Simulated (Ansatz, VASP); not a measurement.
W in VASP and in Ansatz

```
W
1.0
    -1.59186    1.59186    1.59186
     1.59186   -1.59186    1.59186
     1.59186    1.59186   -1.59186
W
1
Direct
  0.00000 0.00000 0.00000
```

Alike in both runs: functional PBE; k mesh 18 × 18 × 18; occupations gaussian, width 0.1 eV; no spin polarisation.

Ansatz relaxed the structure, and its values are those at the end. VASP's run is a single point on that final structure, the one shown.

```csv
,VASP,Ansatz
version,VASP 6.6.1,Ansatz 0.2.0
potentials or method,"VASP PAW PBE potentials, release 64 (W_sv), cutoff 500 eV","scalar-relativistic, plane waves, PAW"
valence electrons in the cell,14,14
```

|  | VASP | Ansatz | Ansatz less VASP |
| --- | --- | --- | --- |
| gap on the k mesh at the Fermi level (eV) | none | none | - |
| pressure (GPa) | 0.4 | 0.0 | -0.43 |

A gap of «none» marks a metal or a gap that the smearing closes. The functional is the same, so the differences come from potentials, cutoffs and numerics.

Spin-orbit coupling is off throughout.
